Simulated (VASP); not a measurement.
# BeS (F-43m) in VASP: further runs

Runs on BeS. Level: PBE. Tasks: single point.

Everything below comes from runs of VASP 6.6.1. Logs are shortened: lines on timing, memory, paths and dates and some standing lists are left out, and cuts for length are marked.

## Step 1: The cell of the first run

Symmetry: F-43m, No. 216, cubic system. Conventional cell: a = 4.866 Å, b = 4.866 Å, c = 4.866 Å, α = 90.00°, β = 90.00°, γ = 90.00°. Be (site symmetry -43m) has 4 S at 2.11 Å within 2.8 Å. Within 2.8 Å of S (site symmetry -43m) lie 4 Be at 2.11 Å.

## Step 2: Single point, PBE

The input, INCAR:

```
  PREC = Accurate
  ENCUT = 600
  EDIFF = 1E-6
  ISMEAR = 0
  SIGMA = 0.1
  LREAL = False
  LASPH = True
  NELM = 120
  ALGO = Normal
  ISIF = 2
  LWAVE = False
  LCHARG = True
  GGA = PE
  LELF = True
  LVHAR = True
  NBANDS = 11
  GGA_COMPAT = False
```

The input, KPOINTS:

```
regular mesh
0
Gamma
  8 8 8
```

The input, POSCAR:

```
BeS
1.0
    0.0000000000      2.4328307700      2.4328307700
    2.4328307700      0.0000000000      2.4328307700
    2.4328307700      2.4328307700      0.0000000000
Be S
1 1
Direct
    0.0000000000      0.0000000000      0.0000000000
    0.2500000000      0.2500000000      0.2500000000
```

Potentials or basis: VASP PAW PBE potentials, release 64 (Be, S).

Launch:

```console
> cat potpaw_PBE.64/Be/POTCAR potpaw_PBE.64/S/POTCAR > POTCAR
> mpirun -np 1 vasp_std > vasp.out
```

OUTCAR:

```text
PREC = Accurate
   ENCUT = 600
   EDIFF = 1E-6
   ISMEAR = 0
   LREAL = False
   LASPH = True
   NELM = 120
   ISIF = 2
   GGA = PE

 ion  position               nearest neighbor table
   1  0.000  0.000  0.000-   2 2.11   2 2.11   2 2.11   2 2.11
   2  0.250  0.250  0.250-   1 2.11   1 2.11   1 2.11   1 2.11

  LATTYP: Found a face centered cubic cell.
 ALAT       =     4.8656615400

  Lattice vectors:

 A1 = (   0.0000000000,   2.4328307700,   2.4328307700)
 A2 = (   2.4328307700,   0.0000000000,   2.4328307700)
 A3 = (   2.4328307700,   2.4328307700,   0.0000000000)

Analysis of symmetry for initial positions (statically):
=====================================================================
 Subroutine PRICEL returns:
 Original cell was already a primitive cell.

 Routine SETGRP: Setting up the symmetry group for a
 face centered cubic supercell.

 Subroutine GETGRP returns: Found 24 space group operations
 (whereof 24 operations were pure point group operations)
 out of a pool of 48 trial point group operations.

The static configuration has the point symmetry T_d .

Analysis of symmetry for dynamics (positions and initial velocities):
=====================================================================
 Subroutine PRICEL returns:
 Original cell was already a primitive cell.

 Routine SETGRP: Setting up the symmetry group for a
 face centered cubic supercell.

 Subroutine GETGRP returns: Found 24 space group operations
 (whereof 24 operations were pure point group operations)
 out of a pool of 48 trial point group operations.

The dynamic configuration has the point symmetry T_d .

 Subroutine INISYM returns: Found 24 space group operations
 (whereof 24 operations are pure point group operations),
 and found     1 'primitive' translations

----------------------------------------------------------------------------------------

                                     Primitive cell

  volume of cell :      28.7982

  direct lattice vectors                    reciprocal lattice vectors
     0.000000000  2.432830770  2.432830770    -0.205521899  0.205521899  0.205521899
     2.432830770  0.000000000  2.432830770     0.205521899 -0.205521899  0.205521899
     2.432830770  2.432830770  0.000000000     0.205521899  0.205521899 -0.205521899

  length of vectors
     3.440542270  3.440542270  3.440542270     0.355974371  0.355974371  0.355974371

  position of ions in fractional coordinates (direct lattice)
     0.000000000  0.000000000  0.000000000
[... 81 lines left out ...]
   NSW    =      0    number of steps for IOM
   IBRION =     -1    ionic relax: 0-MD 1-quasi-New 2-CG
   NFREE  =      0    steps in history (QN), initial steepest desc. (CG)
   ISIF   =      2    stress and relaxation
   ISYM   =      2    0-nonsym 1-usesym 2-fastsym
   POTIM  = 0.5000    time-step for ionic-motion
   TEBEG  =    0.0;   TEEND  =   0.0 temperature during run
   PSTRESS=    0.0 pullay stress
   NELECT =       8.0000    total number of electrons
   NUPDOWN=      -1.0000    fix difference up-down
   EMIN   =  10.00;   EMAX   =-10.00  energy-range for DOS
   EFERMI =   0.00;   METHOD = LEGACY
   ISMEAR =     0;   SIGMA  =   0.10  broadening in eV -4-tet -1-fermi 0-gaus
   EFERMI_NEDOS =   21; number of points for ismear=-14 and -15
   IALGO  =     38    algorithm
   IMIX   =      4    mixing-type and parameters
     AMIX     =   0.40;   BMIX     =  1.00
     AMIX_MAG =   1.60;   BMIX_MAG =  1.00
  volume/ion in A,a.u.               =      14.40        97.17
  Fermi-wavevector in a.u.,A,eV,Ry     =   1.068193  2.018591 15.524732  1.141036
  Thomas-Fermi vector in A             =   2.203833
   LORBIT       =      0    0 simple, 1 ext, 2 COOP (PROOUT), +10 PAW based schemes
   GGA     = PE    functional components
   LHFCALC =     F    Hartree Fock is set to
   AEXX    =    0.0000 exact exchange contribution
   IVDW    =     0    specifies the selected vdW correction
   LEPSILON=     F    determine dielectric tensor
   LRPA    =     F    only Hartree local field effects (RPA)
 non-spin polarized calculation
 Gauss-broadening in eV      SIGMA  =   0.10
  energy-cutoff  :      600.00
  volume of cell :       28.80
 maximum number of plane-waves:       982
   NGX = 13   NGY = 13   NGZ = 13

 number of electron       7.9999999 magnetization

 Free energy of the ion-electron system (eV)
  ---------------------------------------------------
  ext. energy  EPLUGINS =         0.00000000
  ---------------------------------------------------
  free energy    TOTEN  =       -10.01314202 eV

  energy without entropy =      -10.01314202  energy(sigma->0) =      -10.01314202

 E-fermi :   4.4769     XC(G=0):  -9.6907

 val. band max:        4.0750276822   @ k =   0.0000   0.0000   0.0000
 cond. band min:       7.2074669208   @ k =   0.5000   0.5000   0.0000
 fundamental gap:      3.1324392386
 Fermi energy:         4.4769429515

 k-point     1 :       0.0000    0.0000    0.0000
  band No.  band energies     occupation
      1      -9.5527      2.00000
      2       4.0750      2.00000
      3       4.0750      2.00000
      4       4.0750      2.00000
      5       9.7486      0.00000
      6       9.7486      0.00000
      7       9.7486      0.00000
      8       9.8795      0.00000
      9      16.8696      0.00000
     10      16.8696      0.00000
     11      18.8729      0.00000
[... 309 lines left out ...]
 k-point    24 :      -0.3750    0.2500    0.1250
  band No.  band energies     occupation
      1      -7.6979      2.00000
      2      -1.1213      2.00000
      3       1.3302      2.00000
      4       2.2623      2.00000
      5      10.1791      0.00000
      6      10.6419      0.00000
      7      13.1681      0.00000
      8      14.5497      0.00000
      9      15.4910      0.00000
     10      19.3433      0.00000
     11      19.9797      0.00000

 [... further k-points ...]
[... 5 lines left out ...]
  --------------------------------------------------------------------------------------
  -------------------------------------------------------------------------------------
  Total        0.1169902      0.1169902      0.1169902     -0.0000000     -0.0000000     -0.0000000
  in kB        6.5087028      6.5087028      6.5087028     -0.0000000     -0.0000000     -0.0000000
  external PRESSURE =       6.5087028 kB  Pullay stress =       0.0000000 kB

 VOLUME and BASIS-vectors are now :
 -----------------------------------------------------------------------------
  energy-cutoff  :      600.00
  volume of cell :       28.80
      direct lattice vectors                 reciprocal lattice vectors
     0.000000000  2.432830770  2.432830770    -0.205521899  0.205521899  0.205521899
     2.432830770  0.000000000  2.432830770     0.205521899 -0.205521899  0.205521899
     2.432830770  2.432830770  0.000000000     0.205521899  0.205521899 -0.205521899

 POSITION                                       TOTAL-FORCE (eV/Angst)
 -----------------------------------------------------------------------------------
      0.00000      0.00000      0.00000        -0.000000     -0.000000     -0.000000
      1.21642      1.21642      1.21642         0.000000      0.000000      0.000000
 -----------------------------------------------------------------------------------
    total drift:                               -0.000000     -0.000000      0.000000

  FREE ENERGIE OF THE ION-ELECTRON SYSTEM (eV)
  ---------------------------------------------------
  free  energy   TOTEN  =       -10.0131420225 eV

  energy  without entropy=      -10.0131420225  energy(sigma->0) =      -10.01314202
```

Wall time 5.2 s (1 thread of Intel Xeon 6975P-C (Granite Rapids), shared host); peak memory 0.15 GiB.

What came out:

```
Free energy            : -10.0131 eV
Pressure               : 0.7 GPa
Band gap on the k mesh : 3.13 eV (least direct gap 5.67 eV)
```

Levels at points of the mesh, in eV from the valence-band top:
```csv
k point,band 1,band 2,band 3,band 4,band 5,band 6,band 7,band 8,band 9
"(0.00, 0.00, 0.00)",-13.63,0.00,0.00,0.00,5.67,5.67,5.67,5.80,12.79
"(0.50, 0.00, 0.00)",-12.04,-5.73,-1.02,-1.02,5.44,6.56,6.56,11.16,14.90
"(0.50, 0.50, 0.00)",-11.51,-4.97,-2.61,-2.61,3.13,4.93,12.70,12.70,15.43
```

## Step 3: Single point, PBE

The input, INCAR:

```
ALGO = Normal ; EDIFF = 1E-6
ENCUT = 600 ; GGA = PE
GGA_COMPAT = False ; ISIF = 2
ISMEAR = 0 ; LASPH = True
LCHARG = False ; LREAL = False
LWAVE = False ; NBANDS = 11
NELM = 120 ; PREC = Accurate
SIGMA = 0.01
```

The input, KPOINTS:

```
k-points
0
Gamma
  8 8 8
```

POSCAR is that of step 2.

Potentials or basis: VASP PAW PBE potentials, release 64 (Be, S).

Launch:

```console
> cat potpaw_PBE.64/Be/POTCAR potpaw_PBE.64/S/POTCAR > POTCAR
> mpirun -np 1 vasp_std > vasp.out
```

Wall time 5.1 s (1 thread of Intel Xeon 6975P-C (Granite Rapids), shared host); peak memory 0.15 GiB.

It converged, with:

```
Free energy            : -10.0131 eV
Pressure               : 0.7 GPa
Band gap on the k mesh : 3.13 eV (least direct gap 5.67 eV)
```

Levels at points of the mesh, in eV from the valence-band top:
| k point | band 1 | band 2 | band 3 | band 4 | band 5 | band 6 | band 7 | band 8 | band 9 |
| --- | --- | --- | --- | --- | --- | --- | --- | --- | --- |
| (0.00, 0.00, 0.00) | -13.63 | 0.00 | 0.00 | 0.00 | 5.67 | 5.67 | 5.67 | 5.80 | 12.79 |
| (0.50, 0.00, 0.00) | -12.04 | -5.73 | -1.02 | -1.02 | 5.44 | 6.56 | 6.56 | 11.16 | 14.90 |
| (0.50, 0.50, 0.00) | -11.51 | -4.97 | -2.61 | -2.61 | 3.13 | 4.93 | 12.70 | 12.70 | 15.43 |
